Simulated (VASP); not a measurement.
## H4CO: single point with PBE+D3(BJ)

H4CO:

```
CELL_PARAMETERS angstrom
7.38032 0.00000 0.00000
0.00000 7.38032 0.00000
0.00000 0.00000 7.38032
ATOMIC_POSITIONS crystal
C 0.70218 0.50613 0.20234
C 0.00514 0.85263 0.83685
C 0.41990 0.43834 0.68954
C 0.13581 0.72987 0.34452
C 0.96962 0.26594 0.48299
C 0.59495 0.00863 0.08670
O 0.55923 0.57492 0.07814
O 0.13536 0.70750 0.85074
O 0.58961 0.35909 0.68198
O 0.21084 0.57516 0.25407
O 0.94477 0.41122 0.61446
O 0.58882 0.95817 0.26774
H 0.66947 0.59705 0.31312
H 0.58493 0.52009 0.96420
H 0.68032 0.36521 0.24075
H 0.83051 0.51491 0.13797
H 0.08941 0.95218 0.76411
H 0.12907 0.62298 0.74738
H 0.88297 0.82234 0.76028
H 0.96716 0.89374 0.97587
H 0.44130 0.56534 0.58920
H 0.58405 0.23693 0.71533
H 0.31810 0.35752 0.63985
H 0.39764 0.50121 0.82263
H 0.99463 0.69978 0.34829
H 0.25416 0.60692 0.12814
H 0.20124 0.72834 0.48063
H 0.14700 0.86672 0.28289
H 0.01096 0.33878 0.36408
H 0.88336 0.35814 0.70883
H 0.07105 0.17112 0.52773
H 0.83254 0.20656 0.47693
H 0.45430 0.03639 0.01818
H 0.50949 0.85494 0.27290
H 0.69677 0.12379 0.08752
H 0.67141 0.91698 0.99335
```

```json
{"Program": "VASP 6.6.1", "Task": "single point", "Functional": "PBE", "Dispersion": "D3(BJ)", "Potentials or basis": "VASP PAW PBE potentials, release 64 (C, O, H)", "Cutoff": "520 eV", "k mesh": "1 × 1 × 1", "Occupations": "fermi-dirac, width 0.05 eV", "Spin": "no spin polarisation", "Dipole correction": "no", "Further INCAR settings": "LREAL = Auto; ALGO = Normal; EDIFF = 1e-06; NBANDS = 66"}
```

- Pressure: 1.3 GPa
- Largest force: 5.158 eV/Å
- Band gap on the k mesh: 4.28 eV
- Dispersion energy per atom: -0.034 eV

Forces in eV/Å, atoms in the order of the input:
```
C   -2.573  0.583 -0.435
C    1.456 -0.067 -0.146
C    1.730  4.769 -0.930
C    0.652 -0.397  0.247
C   -1.371  1.138  0.995
C    0.821  1.313 -2.055
O    0.700 -0.324  0.871
O   -0.207 -1.003  0.261
O    1.778  0.448 -0.202
O    0.891  0.598 -1.814
O    2.495  1.229 -1.989
O   -0.203 -0.302  0.600
H    1.042 -0.124  0.758
H    0.164 -0.394 -1.107
H   -0.350 -0.239  0.107
H    1.275  0.548 -0.188
H   -0.844  0.867  0.192
H   -0.503  0.364  0.294
H   -0.237 -0.341 -0.237
H    0.227  0.058 -0.309
H   -0.863 -1.720  1.322
H   -0.259 -2.013  0.543
H   -2.152 -1.465 -0.751
H   -0.675 -0.304 -0.039
H   -1.207  0.245  0.756
H   -0.487 -0.269  1.321
H   -0.526  0.366 -0.232
H    0.517 -0.386 -0.203
H    0.213 -0.181 -0.875
H   -1.716 -0.879  2.480
H    0.524 -0.627  0.095
H    0.412 -0.486 -0.731
H    1.554  0.082  0.905
H   -0.332 -0.684  0.248
H   -1.296  0.068 -0.239
H   -0.652 -0.470  0.489
```

Stress tensor (GPa, compression positive):
```
 1.31  0.47 -0.68
 0.47  1.39 -0.02
-0.68 -0.02  1.14
```

Levels at points of the mesh, in eV from the valence-band top:
```
           k point  band 39  band 40  band 41  band 42  band 43  band 44  band 45  band 46
(0.00, 0.00, 0.00)    -0.61    -0.46    -0.43     0.00     4.28     5.33     5.92     6.03
```

Run time: 31 s on 1 thread of Intel(R) Xeon(R) 6975P-C (Granite Rapids), on a shared host, peak memory 0.37 GiB.

Caveat: the k points lie up to 0.85 Å⁻¹ apart, too coarse for converged energies, forces and pressures.
